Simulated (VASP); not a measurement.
SbAsSe4:

```
Sb As Se
1.0
     4.66381    0.00000    0.00000
     0.00000    4.66381    0.00000
     0.00000    0.00000    8.02320
Sb As Se
1 1 4
Direct
  0.00000 0.00000 0.00000
  0.50000 0.50000 0.50000
  0.50000 0.50000 0.78163
  0.50000 0.50000 0.21837
  0.50000 0.00000 0.50000
  0.00000 0.50000 0.50000
```

| Quantity | Value |
| --- | --- |
| Program | VASP 6.6.1 |
| Task | relaxation of cell and atoms |
| Functional | PBEsol |
| Potentials or basis | VASP PAW PBE potentials, release 64 (Sb, As, Se) |
| Cutoff | 600 eV |
| k mesh | 4 × 4 × 4 |
| Occupations | fermi-dirac, width 0.03 eV |
| Spin | no spin polarisation |

At the start: pressure 5.4 GPa; volume 29.09 Å³/atom.

Problem. Where does the relaxation end?

Solution. Over 19 steps the energy falls by 293.9 meV/atom and the volume is 30.51 Å³/atom (+4.9 %); space group P4/mmm (No. 123, to 0.1 Å) before and after.

The path:
```
step  energy change (eV)  largest force (eV/Å)  pressure (GPa)  volume (Å³)
   1              0.0000                3.6833            5.35       174.51
   2             -0.6890                0.6822           -3.61       200.10
   3             -0.7539                1.0743           -2.14       193.15
   4             -1.0114                1.0747           -1.44       185.60
   5             -1.4523                1.0285            3.26       164.06
   6             -1.5782                0.4657            2.97       164.65
   7             -1.5948                0.0054            2.98       164.91
   8             -1.6610                0.1176            1.44       169.49
   9             -1.6865                0.2768           -0.37       175.89
  10             -1.6871                0.2572           -0.17       175.08
  11             -1.6950                0.2658           -0.14       175.26
  12             -1.7159                0.2898            0.01       175.75
  13             -1.7388                0.3066            0.52       176.66
  14             -1.7492                0.2178            0.36       178.05
  15             -1.7589                0.0157            0.12       180.43
  16             -1.7595                0.1030            0.05       181.23
  17             -1.7622                0.0695           -0.07       182.59
  18             -1.7628                0.0398           -0.16       183.80
  19             -1.7634                0.0001            0.03       183.07
```

Final structure:
```cif
data_structure
_symmetry_space_group_name_H-M 'P 1'
_symmetry_Int_Tables_number 1
_cell_length_a 4.6386
_cell_length_b 4.6386
_cell_length_c 8.5081
_cell_angle_alpha 90.000
_cell_angle_beta 90.000
_cell_angle_gamma 90.000
_cell_volume 183.07
loop_
_atom_site_label
_atom_site_type_symbol
_atom_site_fract_x
_atom_site_fract_y
_atom_site_fract_z
_atom_site_occupancy
Sb1 Sb 0.00000 0.00000 0.00000 1
As1 As 0.50000 0.50000 0.50000 1
Se1 Se 0.50000 0.50000 0.86036 1
Se2 Se 0.50000 0.50000 0.13964 1
Se3 Se 0.50000 0.00000 0.50000 1
Se4 Se 0.00000 0.50000 0.50000 1
```

Caveat: the PAW data sets were made with another functional, which shifts forces and pressure a little.
